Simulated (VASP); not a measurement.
Write the native input for VASP 6.6.1 that does the following.

* Task: single point
* Functional: PBEsol
* Potentials or basis: VASP PAW PBE potentials, release 64 (Ta_pv, Si)
* Cutoff: 520 eV
* k mesh: 7 × 7 × 4
* Occupations: fermi-dirac, width 0.05 eV
* Spin: no spin polarisation
* Dipole correction: no
* Further INCAR settings: ALGO = Normal; EDIFF = 1e-06; NBANDS = 38

The structure of TaSi2 lies in POSCAR:

```
TaSi2
1.0
    4.8468532719      0.0000000000      0.0000000000
   -2.4234266360      4.1974980619      0.0000000000
    0.0000000000      0.0000000000      6.6564572831
Ta Si
3 6
Direct
    0.0000000000      0.5000000000      0.3333333333
    0.5000000000      0.5000000000      0.6666666667
    0.5000000000      0.0000000000      0.0000000000
    0.3179400000      0.1589700000      0.3333333333
    0.1589700000      0.8410300000      0.6666666667
    0.8410300000      0.6820600000      0.0000000000
    0.6820600000      0.8410300000      0.3333333333
    0.8410300000      0.1589700000      0.6666666667
    0.1589700000      0.3179400000      0.0000000000
```

The input as run:

INCAR

```
PREC     = Accurate       # precision mode
ENCUT    = 520            # plane-wave cutoff, eV
EDIFF    = 1E-6           # SCF threshold, eV
ISMEAR   = -1             # smearing method
SIGMA    = 0.05           # smearing width, eV
LREAL    = False          # projectors in reciprocal space
LASPH    = True           # aspherical terms in the spheres
NELM     = 60             # most SCF steps
ALGO     = Normal         # electronic algorithm
ISIF     = 2              # what is computed and relaxed
LWAVE    = False          # write WAVECAR
LCHARG   = False          # write CHGCAR
GGA      = PS             # functional
NBANDS   = 38             # bands
```

KPOINTS

```
Automatic mesh
0
Gamma
  7 7 4
```

Potentials or basis: VASP PAW PBE potentials, release 64 (Ta_pv, Si).

The run is started by

```sh
$ cat potpaw_PBE.64/Ta_pv/POTCAR potpaw_PBE.64/Si/POTCAR > POTCAR
$ mpirun -np 1 vasp_std > vasp.out
```

Results of the run:

```json
{
 "Pressure": "-8.8 GPa",
 "Largest force": "0.058 eV/Å",
 "Band gap on the k mesh": "zero (an odd number of electrons rules out a gap without spin polarisation)"
}
```

Caveat: the cell stands under tension; the PAW data sets were made with another functional, which shifts forces and pressure a little; spin-orbit coupling is left out, which moves the levels of the heavy elements.

It took 52 s on 1 thread of Intel(R) Xeon(R) 6975P-C (Granite Rapids), with other jobs on the host, peak memory 0.28 GiB.
